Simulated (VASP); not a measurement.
Be:

```
CELL_PARAMETERS angstrom
1.09355 -1.83882 0.04369
-3.25826 -1.82589 0.05288
0.01774 0.20501 -8.44127
ATOMIC_POSITIONS crystal
Be 0.56353 0.80703 0.90411
Be 0.09218 0.34658 0.90641
Be 0.94542 0.66033 0.38994
Be 0.41484 0.17016 0.39446
Be 0.54320 0.81953 0.60283
Be 0.01991 0.33911 0.61591
Be 0.95868 0.65780 0.10384
Be 0.46224 0.19947 0.08249
```

- Program: VASP 6.6.1
- Task: relaxation of cell and atoms
- Functional: PBE
- Potentials or basis: VASP PAW PBE potentials, release 64 (Be)
- Cutoff: 600 eV
- k mesh: 10 × 6 × 4
- Occupations: gaussian, width 0.1 eV
- Spin: no spin polarisation

At the start: pressure 11.8 GPa; volume 8.42 Å³/atom.

Question: Where does the relaxation end?

Answer: Over 39 steps the energy falls by 404.2 meV/atom and the volume is 7.91 Å³/atom (-6.1 %); space group P1 (No. 1, to 0.1 Å) before, P6_3/mmc (No. 194, to 0.1 Å).

The path:
| step | energy change (eV) | largest force (eV/Å) | pressure (GPa) | volume (Å³) |
| --- | --- | --- | --- | --- |
| 1 | 0.0000 | 3.7146 | 11.78 | 67.39 |
| 2 | -0.9228 | 0.4765 | -2.98 | 73.59 |
| 3 | -0.9229 | 0.4807 | -2.82 | 73.49 |
| 4 | -1.0050 | 0.3849 | -1.12 | 72.09 |
| 5 | -1.0614 | 0.5236 | 2.35 | 69.65 |
| 6 | -1.1243 | 0.5255 | 1.83 | 69.57 |
| 7 | -1.2855 | 0.6239 | 0.61 | 69.31 |
| 8 | -1.3236 | 1.4333 | -0.53 | 68.59 |
| 9 | -1.3579 | 0.9033 | -0.20 | 68.92 |
| 10 | -1.3961 | 0.9628 | -0.46 | 68.87 |
| 11 | -1.5179 | 1.1501 | -1.27 | 68.70 |
| 12 | -1.7517 | 1.6652 | -2.51 | 68.28 |
| 13 | -1.7010 | 2.5604 | -1.59 | 67.02 |
| 14 | -1.8492 | 2.0505 | -2.77 | 67.88 |
| 15 | -2.0627 | 1.7958 | -3.07 | 67.28 |
| 16 | -2.1560 | 1.9791 | -2.13 | 65.82 |
| 17 | -2.1941 | 1.4667 | -2.87 | 66.42 |
| 18 | -2.3624 | 1.2285 | -2.54 | 65.74 |
| 19 | -2.6626 | 0.6691 | -0.34 | 63.71 |
| 20 | -2.6859 | 0.7532 | 1.17 | 62.86 |
| 21 | -2.7723 | 0.5531 | 1.06 | 62.85 |
| 22 | -2.8126 | 0.5395 | 1.19 | 62.82 |
| 23 | -2.8620 | 0.5149 | 0.07 | 63.34 |
| 24 | -2.8999 | 0.4820 | -1.69 | 64.29 |
| 25 | -2.9414 | 0.4513 | -1.39 | 64.12 |
| 26 | -3.0379 | 0.5693 | -0.36 | 63.59 |
| 27 | -3.0426 | 0.6954 | 2.19 | 62.45 |
| 28 | -3.0841 | 0.6386 | 0.75 | 63.06 |
| 29 | -3.1384 | 0.5323 | 0.64 | 63.07 |
| 30 | -3.1894 | 0.3114 | 0.60 | 63.07 |
| 31 | -3.2094 | 0.2351 | 0.11 | 63.28 |
| 32 | -3.2248 | 0.1226 | -0.74 | 63.68 |
| 33 | -3.2309 | 0.0774 | -0.16 | 63.38 |
| 34 | -3.2323 | 0.0505 | 0.26 | 63.16 |
| 35 | -3.2330 | 0.0365 | 0.04 | 63.28 |
| 36 | -3.2333 | 0.0271 | -0.22 | 63.41 |
| 37 | -3.2336 | 0.0193 | -0.06 | 63.33 |
| 38 | -3.2336 | 0.0177 | -0.02 | 63.31 |
| 39 | -3.2337 | 0.0075 | 0.01 | 63.29 |

Final structure:
```
Be
1.0
     1.13543   -1.94809    0.15719
    -3.36299   -1.91782    0.46589
     0.63710    1.07577   -7.42511
Be
8
Cartesian
  -1.2531 -1.5517 -6.0693
  -0.1394 0.3819 -6.3806
  -1.0132 -2.4200 -2.3555
  0.1003 -0.4861 -2.6670
  -2.2577 -1.9773 -4.1352
  -0.0086 -1.9924 -4.2895
  -2.0193 -1.5505 -0.5781
  0.2291 -1.5645 -0.7329
```
